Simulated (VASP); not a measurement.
# CuSi16 (a cell with a defect) in VASP: a series of runs

The runs below take CuSi16 (a cell with a defect) through single point, with PBE.

Everything below comes from runs of VASP 6.6.1. Logs are shortened: lines on timing, memory, paths and dates and some standing lists are left out, and cuts for length are marked.

## 1. The cell of the first run

The cell holds a defect, 17 atoms: a = 7.679 Å, b = 7.679 Å, c = 7.679 Å, α = 60.00°, β = 60.00°, γ = 60.00°.

## 2. Single point, PBE

INCAR reads:

```
PREC = Accurate
ENCUT = 520
EDIFF = 1E-7
ISMEAR = -1
SIGMA = 0.02
LREAL = Auto
LASPH = T
NELM = 100
ALGO = Normal
ISIF = 2
LWAVE = F
LCHARG = F
GGA = PE
NELECT = 74.0
NBANDS = 52
```

KPOINTS reads:

```
Automatic mesh
0
Gamma
  2 2 2
```

POSCAR reads:

```
CuSi16
1.0
    0.0000000000      5.4300000000      5.4300000000
    5.4300000000      0.0000000000      5.4300000000
    5.4300000000      5.4300000000      0.0000000000
Si Cu
16 1
Direct
   -0.0011343237      0.0075272168     -0.0073818113
    0.1122559693      0.1526498626      0.1179388945
   -0.0008051932      0.0075355249      0.5013651313
    0.1441407111      0.1133864736      0.6216377392
   -0.0427334444      0.5242506530      0.0092916175
    0.1184234661      0.6169386123      0.1232571892
    0.0016181164      0.4875533597      0.5055880030
    0.1185476237      0.6172128051      0.6414904519
    0.4866588177      0.0123126015      0.0008708351
    0.6269232165      0.1211505563      0.1241441284
    0.5151080795     -0.0073008823      0.4965431851
    0.6271508833      0.1211748274      0.6284565086
    0.4923626386      0.4954257826     -0.0009649888
    0.5854631539      0.6349334618      0.1400905216
    0.4924437203      0.4954809620      0.5137096216
    0.6289906211      0.6187326522      0.6264677326
    0.1609937438      0.7861092305      0.2764018406
```

Potentials or basis: VASP PAW PBE potentials, release 64 (Si, Cu).

Started as:

```bash
$ cat potpaw_PBE.64/Si/POTCAR potpaw_PBE.64/Cu/POTCAR > POTCAR
$ mpirun -np 1 vasp_std > vasp.out
```

OUTCAR:

```text
PREC = Accurate
   ENCUT = 520
   EDIFF = 1E-7
   ISMEAR = -1
   LREAL = Auto
   LASPH = T
   NELM = 100
   ISIF = 2
   GGA = PE
   NELECT = 74.0

 ion  position               nearest neighbor table
   1  0.999  0.008  0.993-   4 2.33  10 2.33   2 2.41   6 2.45  17 2.47
   2  0.112  0.153  0.118-   5 2.34  17 2.35   9 2.35   3 2.41   1 2.41
   3  0.999  0.008  0.501-   4 2.33  12 2.33   2 2.41   8 2.45  17 2.47
   4  0.144  0.113  0.622-  11 2.33   1 2.33   3 2.33   7 2.35
   5  0.957  0.524  0.009-   8 2.32   6 2.32  14 2.33   2 2.34
   6  0.118  0.617  0.123-   5 2.32  13 2.34  17 2.35   7 2.40   1 2.45
   7  0.002  0.488  0.506-  16 2.34   4 2.35   6 2.40   8 2.40  17 2.54
   8  0.119  0.617  0.641-   5 2.32  15 2.34  17 2.35   7 2.40   3 2.45
   9  0.487  0.012  0.001-  10 2.34  12 2.34   2 2.35  14 2.37
  10  0.627  0.121  0.124-   1 2.33  11 2.34   9 2.34  13 2.35
  11  0.515  0.993  0.497-   4 2.33  10 2.34  12 2.34  16 2.35
  12  0.627  0.121  0.628-   3 2.33  11 2.34   9 2.34  15 2.35
  13  0.492  0.495  0.999-  16 2.34   6 2.34  10 2.35  14 2.35
  14  0.585  0.635  0.140-   5 2.33  15 2.35  13 2.35   9 2.37  17 2.66
  15  0.492  0.495  0.514-  16 2.34   8 2.34  12 2.35  14 2.35
  16  0.629  0.619  0.626-   7 2.34  15 2.34  13 2.34  11 2.35
  17  0.161  0.786  0.276-   6 2.35   2 2.35   8 2.35   1 2.47   3 2.47   7 2.54  14 2.66

  LATTYP: Found a face centered cubic cell.
 ALAT       =    10.8600000000

  Lattice vectors:

 A1 = (   0.0000000000,   5.4300000000,   5.4300000000)
 A2 = (   5.4300000000,   0.0000000000,   5.4300000000)
 A3 = (   5.4300000000,   5.4300000000,   0.0000000000)

Analysis of symmetry for initial positions (statically):
=====================================================================
 Subroutine PRICEL returns:
 Original cell was already a primitive cell.

 Routine SETGRP: Setting up the symmetry group for a
 face centered cubic supercell.

 Subroutine GETGRP returns: Found  1 space group operations
 (whereof  1 operations were pure point group operations)
 out of a pool of 48 trial point group operations.

The static configuration has the point symmetry C_1 .

Analysis of symmetry for dynamics (positions and initial velocities):
=====================================================================
 Subroutine PRICEL returns:
 Original cell was already a primitive cell.

 Routine SETGRP: Setting up the symmetry group for a
 face centered cubic supercell.

 Subroutine GETGRP returns: Found  1 space group operations
 (whereof  1 operations were pure point group operations)
 out of a pool of 48 trial point group operations.

The dynamic configuration has the point symmetry C_1 .

[... 119 lines left out ...]
   POTIM  = 0.5000    time-step for ionic-motion
   TEBEG  =    0.0;   TEEND  =   0.0 temperature during run
   PSTRESS=    0.0 pullay stress
   NELECT =      74.0000    total number of electrons
   NUPDOWN=      -1.0000    fix difference up-down
   EMIN   =  10.00;   EMAX   =-10.00  energy-range for DOS
   EFERMI =   0.00;   METHOD = LEGACY
   ISMEAR =    -1;   SIGMA  =   0.02  broadening in eV -4-tet -1-fermi 0-gaus
   EFERMI_NEDOS =   21; number of points for ismear=-14 and -15
   IALGO  =     38    algorithm
   IMIX   =      4    mixing-type and parameters
     AMIX     =   0.40;   BMIX     =  1.00
     AMIX_MAG =   1.60;   BMIX_MAG =  1.00
  volume/ion in A,a.u.               =      18.84       127.11
  Fermi-wavevector in a.u.,A,eV,Ry     =   1.004636  1.898488 13.732283  1.009294
  Thomas-Fermi vector in A             =   2.137265
   LORBIT       =      0    0 simple, 1 ext, 2 COOP (PROOUT), +10 PAW based schemes
   GGA     = PE    functional components
   LHFCALC =     F    Hartree Fock is set to
   AEXX    =    0.0000 exact exchange contribution
   IVDW    =     0    specifies the selected vdW correction
   LEPSILON=     F    determine dielectric tensor
   LRPA    =     F    only Hartree local field effects (RPA)
 non-spin polarized calculation
  energy-cutoff  :      520.00
  volume of cell :      320.21
 maximum number of plane-waves:      8646
 NGX is ok and might be reduce to    60
   NGX = 29   NGY = 29   NGZ = 29

 number of electron      74.0000004 magnetization

 Free energy of the ion-electron system (eV)
  ---------------------------------------------------
  ext. energy  EPLUGINS =         0.00000000
  ---------------------------------------------------
  free energy    TOTEN  =       -94.22279504 eV

  energy without entropy =      -94.22201406  energy(sigma->0) =      -94.22240455

 E-fermi :   6.4042     XC(G=0):  -9.6100

 val. band max:        6.3204159233   @ k =   0.0000   0.0000   0.0000
 cond. band min:       6.4878332713   @ k =   0.0000   0.0000   0.0000
 fundamental gap:      0.1674173480
 Fermi energy:         6.4041577726

 k-point     1 :       0.0000    0.0000    0.0000
  band No.  band energies     occupation
      1      -5.8939      2.00000
      2      -3.5301      2.00000
      3      -3.5157      2.00000
      4      -3.4846      2.00000
      5      -3.4665      2.00000
      6      -2.0068      2.00000
[... 405 lines left out ...]
     48      10.4702      0.00000
     49      10.4890      0.00000
 [bands above 49 left out]

------------------------ aborting loop because EDIFF is reached ----------------------------------------

  FORCE on cell =-STRESS in cart. coord.  units (eV):
  Direction    XX          YY          ZZ          XY          YZ          ZX
  --------------------------------------------------------------------------------------
  -------------------------------------------------------------------------------------
  Total       -1.3675059     -1.3354854     -1.9538350      0.7785444      0.0934677     -0.0998989
  in kB       -6.8424291     -6.6822121     -9.7761752      3.8955113      0.4676732     -0.4998525
  external PRESSURE =      -7.7669388 kB  Pullay stress =       0.0000000 kB

 VOLUME and BASIS-vectors are now :
 -----------------------------------------------------------------------------
  energy-cutoff  :      520.00
  volume of cell :      320.21
      direct lattice vectors                 reciprocal lattice vectors
     0.000000000  5.430000000  5.430000000    -0.092081031  0.092081031  0.092081031
     5.430000000  0.000000000  5.430000000     0.092081031 -0.092081031  0.092081031
     5.430000000  5.430000000  0.000000000     0.092081031  0.092081031 -0.092081031

 POSITION                                       TOTAL-FORCE (eV/Angst)
 -----------------------------------------------------------------------------------
      5.43079     10.81376      5.46471        -0.006067      0.020233     -0.016277
      1.46930      1.24996      1.43844         0.011248     -0.022480      0.018551
      2.76333      8.14804      5.46655        -0.011477      0.007361     -0.021330
      3.99118      4.15818      1.39837         0.016004     -0.015616      0.006604
      2.89713      5.24841      8.04464        -0.012084      0.012386     -0.010280
      4.01926      1.31233      3.99302        -0.002284     -0.025852      0.005947
[... 9 lines left out ...]
      6.76144      6.81714      6.77514         0.000411      0.002181      0.000425
      5.76944      2.37506      5.14277        -0.006367      0.014501      0.001522
 -----------------------------------------------------------------------------------
    total drift:                                0.000088     -0.000270      0.011997

  FREE ENERGIE OF THE ION-ELECTRON SYSTEM (eV)
  ---------------------------------------------------
  free  energy   TOTEN  =       -94.2227950371 eV

  energy  without entropy=      -94.2220140565  energy(sigma->0) =      -94.22240455
```

Wall time 8.9 min (1 thread of Intel Xeon Platinum 8488C (Sapphire Rapids), shared host); peak memory 0.5 GiB.

What came out:

```
Free energy   : -94.2228 eV
Largest force : 0.031 eV/Å
```

Forces in eV/Å, atoms in the order of the input:
```
Si  -0.006  0.020 -0.016
Si   0.011 -0.022  0.019
Si  -0.011  0.007 -0.021
Si   0.016 -0.016  0.007
Si  -0.012  0.012 -0.010
Si  -0.002 -0.026  0.006
Si   0.001  0.002 -0.003
Si   0.021  0.002  0.002
Si  -0.007  0.003 -0.012
Si   0.003 -0.011  0.012
Si  -0.009  0.008 -0.006
Si   0.012 -0.003  0.011
Si  -0.002  0.000 -0.005
Si  -0.004  0.005  0.022
Si  -0.005  0.002 -0.005
Si   0.000  0.002  0.000
Cu  -0.006  0.015  0.002
```

Caveat: the k points lie up to 0.50 Å⁻¹ apart; the cell carries a net charge on a neutralising background, which shifts energy and pressure; the cell is charged against a uniform background, so pressure and absolute levels hang on convention.

## 3. Single point, PBE

INCAR reads:

```
SYSTEM = CuSi16
PREC = Accurate
ENCUT = 520
EDIFF = 1E-6
ISMEAR = -1
SIGMA = 0.02
LREAL = Auto
LASPH = .True.
NELM = 80
ALGO = Normal
ISIF = 2
LWAVE = .False.
LCHARG = .True.
GGA = PE
LELF = .True.
LVHAR = .True.
NBANDS = 52
NELECT = 74.0
```

KPOINTS reads:

```
regular mesh
0
Gamma
  2 2 2
  0 0 0
```

POSCAR reads:

```
CuSi16
1.0
    0.0000000000      5.4300000000      5.4300000000
    5.4300000000      0.0000000000      5.4300000000
    5.4300000000      5.4300000000      0.0000000000
Si Cu
16 1
Direct
    0.0033896868      0.0014498331     -0.0027767000
    0.1180292380      0.1324937489      0.1235692129
   -0.0268055866      0.0071672771      0.5074028127
    0.1127576550      0.1245665119      0.6247904812
    0.0111798197      0.5037496730      0.0039715911
    0.1319710423      0.6289174286      0.1291553079
    0.0033814981      0.4970064440      0.5017015326
    0.1180194739      0.6234427211      0.6326880466
    0.5078465448      0.0023567750     -0.0169983897
    0.6291570736      0.1262794474      0.1117036458
    0.4898276579     -0.0147416895      0.4854335727
    0.6019149149      0.1151276579      0.6151669741
    0.5059994353      0.4988711576     -0.0009288952
    0.6370540318      0.6196830328      0.1198109162
    0.5077706628      0.4829547723      0.5025315109
    0.6291417949      0.6115550029      0.6264789053
    0.3397592268      0.8481609059      0.3481459146
```

Potentials or basis: VASP PAW PBE potentials, release 64 (Si, Cu).

Started as:

```bash
$ cat potpaw_PBE.64/Si/POTCAR potpaw_PBE.64/Cu/POTCAR > POTCAR
$ mpirun -np 1 vasp_std > vasp.out
```

OUTCAR:

```text
SYSTEM = CuSi16
   PREC = Accurate
   ENCUT = 520
   EDIFF = 1E-6
   ISMEAR = -1
   LREAL = Auto
   LASPH = .True.
   NELM = 80
   ISIF = 2
   GGA = PE
   NELECT = 74.0

 ion  position               nearest neighbor table
   1  0.003  0.001  0.997-   2 2.33   6 2.34   4 2.34  10 2.35
   2  0.118  0.132  0.124-   5 2.33   1 2.33   3 2.41   9 2.45  17 2.47
   3  0.973  0.007  0.507-  12 2.34   4 2.35  17 2.35   8 2.41   2 2.41
   4  0.113  0.125  0.625-   1 2.34   7 2.34   3 2.35  11 2.37
[... 640 lines left out ...]
  Total       -1.9269383     -1.3308087     -1.3420858      0.0908998     -0.7362542      0.0946994
  in kB       -9.6415955     -6.6588118     -6.7152376      0.4548245     -3.6839087      0.4738362
  external PRESSURE =      -7.6718816 kB  Pullay stress =       0.0000000 kB

 VOLUME and BASIS-vectors are now :
 -----------------------------------------------------------------------------
  energy-cutoff  :      520.00
  volume of cell :      320.21
      direct lattice vectors                 reciprocal lattice vectors
     0.000000000  5.430000000  5.430000000    -0.092081031  0.092081031  0.092081031
     5.430000000  0.000000000  5.430000000     0.092081031 -0.092081031  0.092081031
     5.430000000  5.430000000  0.000000000     0.092081031  0.092081031 -0.092081031

 POSITION                                       TOTAL-FORCE (eV/Angst)
 -----------------------------------------------------------------------------------
      5.42280      5.43333      0.02628         0.002572     -0.000945     -0.005205
      1.39042      1.31188      1.36034         0.000686     -0.004377      0.007260
      2.79412      8.03964      5.32336         0.000443     -0.008924     -0.006815
      4.06901      4.00489      1.28867        -0.001470     -0.000318      0.000814
      2.75693      0.08227      2.79607         0.005551     -0.005650     -0.005291
      4.11633      1.41792      4.13162        -0.006644      0.000589      0.000859
[... 9 lines left out ...]
      6.72252      6.81802      6.73698        -0.003048      0.005244      0.000841
      6.49595      3.73532      6.45041         0.003381      0.010341      0.007771
 -----------------------------------------------------------------------------------
    total drift:                                0.007826      0.003747      0.002134

  FREE ENERGIE OF THE ION-ELECTRON SYSTEM (eV)
  ---------------------------------------------------
  free  energy   TOTEN  =       -94.2229531207 eV

  energy  without entropy=      -94.2218063043  energy(sigma->0) =      -94.22237971
```

stdout:

```text
POSCAR found type information on POSCAR SiCu
 POSCAR found :  2 types and      17 ions
 scaLAPACK will be used
 LDA part: xc-table for (Slater+PW92), standard interpolation
 POSCAR, INCAR and KPOINTS ok, starting setup
 FFT: planning ... GRIDC
 FFT: planning ... GRID_SOFT
 FFT: planning ... GRID
 WAVECAR not read
 entering main loop
 the old and the new charge density differ
 old charge density:    75.00000 new   74.00000
    0.225E+01
```

It took 5.5 min on 1 thread of Intel Xeon Platinum 8488C (Sapphire Rapids), shared host; peak memory 0.49 GiB.

What came out:

- Free energy: -94.2230 eV
- Largest force: 0.013 eV/Å

Forces in eV/Å, atoms in the order of the input:
```
Si   0.003 -0.001 -0.005
Si   0.001 -0.004  0.007
Si   0.000 -0.009 -0.007
Si  -0.001  0.000  0.001
Si   0.006 -0.006 -0.005
Si  -0.007  0.001  0.001
Si   0.003 -0.005  0.000
Si   0.000  0.007 -0.006
Si   0.000 -0.006 -0.004
Si  -0.004  0.000  0.004
Si   0.011  0.003  0.004
Si  -0.001  0.007  0.007
Si   0.003 -0.001 -0.001
Si  -0.012  0.002  0.001
Si  -0.001 -0.004 -0.004
Si  -0.003  0.005  0.001
Cu   0.003  0.010  0.008
```

Levels at points of the mesh, in eV from the Fermi level:
| k point | band 33 | band 34 | band 35 | band 36 | band 37 | band 38 | band 39 | band 40 | band 41 | band 42 |
| --- | --- | --- | --- | --- | --- | --- | --- | --- | --- | --- |
| (0.00, 0.00, 0.00) | -1.07 | -1.01 | -0.63 | -0.19 | -0.07 | 0.07 | 0.40 | 0.59 | 0.61 | 0.68 |
| (0.50, 0.00, 0.00) | -2.04 | -0.94 | -0.88 | -0.88 | -0.80 | 0.50 | 1.15 | 1.24 | 1.32 | 1.42 |
| (0.00, 0.50, 0.00) | -2.01 | -0.94 | -0.90 | -0.84 | -0.74 | 0.55 | 1.12 | 1.25 | 1.31 | 1.44 |
| (0.00, 0.00, 0.50) | -2.01 | -0.94 | -0.90 | -0.84 | -0.75 | 0.55 | 1.12 | 1.25 | 1.31 | 1.44 |
| (0.50, 0.50, 0.50) | -2.15 | -0.91 | -0.89 | -0.65 | -0.52 | 0.52 | 1.00 | 1.34 | 1.37 | 1.57 |
| (0.50, 0.50, 0.00) | -1.83 | -1.54 | -1.46 | -1.43 | -1.08 | 0.65 | 0.99 | 1.94 | 2.06 | 2.17 |
| (0.00, 0.50, 0.50) | -1.86 | -1.51 | -1.50 | -1.42 | -1.12 | 0.67 | 0.98 | 1.95 | 2.05 | 2.17 |
| (0.50, 0.00, 0.50) | -1.83 | -1.54 | -1.46 | -1.43 | -1.08 | 0.65 | 0.99 | 1.94 | 2.06 | 2.17 |

Caveat: the k points lie up to 0.50 Å⁻¹ apart; the cell carries a net charge on a neutralising background, which shifts energy and pressure; the cell is charged against a uniform background, so pressure and absolute levels hang on convention.

## 4. Single point, PBE

INCAR reads:

```
SYSTEM = CuSi16
PREC = Accurate ; ENCUT = 520
EDIFF = 1E-6 ; ISMEAR = -1
SIGMA = 0.02 ; LREAL = Auto
LASPH = .True. ; NELM = 60
ALGO = Normal ; ISIF = 2
LWAVE = .False. ; LCHARG = .True.
GGA = PE ; LELF = .True.
LVHAR = .True. ; NELECT = 74.0
NBANDS = 52
```

KPOINTS reads:

```
Automatic mesh
0
Gamma
  2 2 2
  0 0 0
```

POSCAR reads:

```
CuSi16
1.0
    0.0000000000      5.4300000000      5.4300000000
    5.4300000000      0.0000000000      5.4300000000
    5.4300000000      5.4300000000      0.0000000000
Si Cu
16 1
Direct
   -0.0011344383      0.0075272560     -0.0073817680
    0.1122559853      0.1526499079      0.1179388582
   -0.0008052486      0.0075356354      0.5013651013
    0.1441407919      0.1133864641      0.6216376611
   -0.0427335175      0.5242506446      0.0092917127
    0.1184234807      0.6169385820      0.1232571823
    0.0016180479      0.4875534070      0.5055880295
    0.1185476059      0.6172127993      0.6414905157
    0.4866588398      0.0123126151      0.0008708103
    0.6269232965      0.1211505525      0.1241441068
    0.5151080110     -0.0073008287      0.4965431860
    0.6271509208      0.1211748619      0.6284564457
    0.4923626151      0.4954257827     -0.0009650092
    0.5854631676      0.6349335175      0.1400904236
    0.4924437385      0.4954809392      0.5137096685
    0.6289906077      0.6187325967      0.6264677716
    0.1609937385      0.7861092081      0.2764018416
```

Started as:

```bash
$ cat potpaw_PBE.64/Si/POTCAR potpaw_PBE.64/Cu/POTCAR > POTCAR
$ mpirun -np 1 vasp_std > vasp.out
```

It took 6.5 min on 1 thread of Intel Xeon Platinum 8488C (Sapphire Rapids), shared host; peak memory 0.49 GiB.

It converged, with:

```
Free energy   : -94.2228 eV
Largest force : 0.031 eV/Å
```

Forces in eV/Å, atoms in the order of the input:
```
Si  -0.006  0.020 -0.016
Si   0.011 -0.023  0.019
Si  -0.011  0.007 -0.021
Si   0.016 -0.016  0.007
Si  -0.012  0.012 -0.010
Si  -0.002 -0.026  0.006
Si   0.001  0.002 -0.004
Si   0.021  0.002  0.002
Si  -0.007  0.003 -0.012
Si   0.003 -0.011  0.012
Si  -0.009  0.008 -0.006
Si   0.012 -0.003  0.011
Si  -0.002  0.000 -0.005
Si  -0.004  0.005  0.022
Si  -0.005  0.002 -0.005
Si   0.000  0.002  0.000
Cu  -0.007  0.015  0.002
```

Levels at points of the mesh, in eV from the Fermi level:
| k point | band 35 | band 36 | band 37 | band 38 | band 39 | band 40 |
| --- | --- | --- | --- | --- | --- | --- |
| (0.00, 0.00, 0.00) | -0.64 | -0.20 | -0.08 | 0.08 | 0.40 | 0.58 |
| (0.50, 0.00, 0.00) | -0.89 | -0.66 | -0.51 | 0.52 | 1.00 | 1.33 |
| (0.00, 0.50, 0.00) | -0.89 | -0.88 | -0.81 | 0.49 | 1.15 | 1.24 |
| (0.00, 0.00, 0.50) | -0.91 | -0.85 | -0.74 | 0.55 | 1.12 | 1.25 |
| (0.50, 0.50, 0.50) | -0.91 | -0.84 | -0.75 | 0.55 | 1.12 | 1.25 |
| (0.50, 0.50, 0.00) | -1.51 | -1.42 | -1.12 | 0.67 | 0.98 | 1.95 |
| (0.00, 0.50, 0.50) | -1.46 | -1.43 | -1.08 | 0.65 | 0.99 | 1.94 |
| (0.50, 0.00, 0.50) | -1.46 | -1.43 | -1.08 | 0.65 | 0.99 | 1.94 |

Caveat: the k points lie up to 0.50 Å⁻¹ apart; the cell carries a net charge on a neutralising background, which shifts energy and pressure; the cell is charged against a uniform background, so pressure and absolute levels hang on convention.

[end of part 1 of 2]
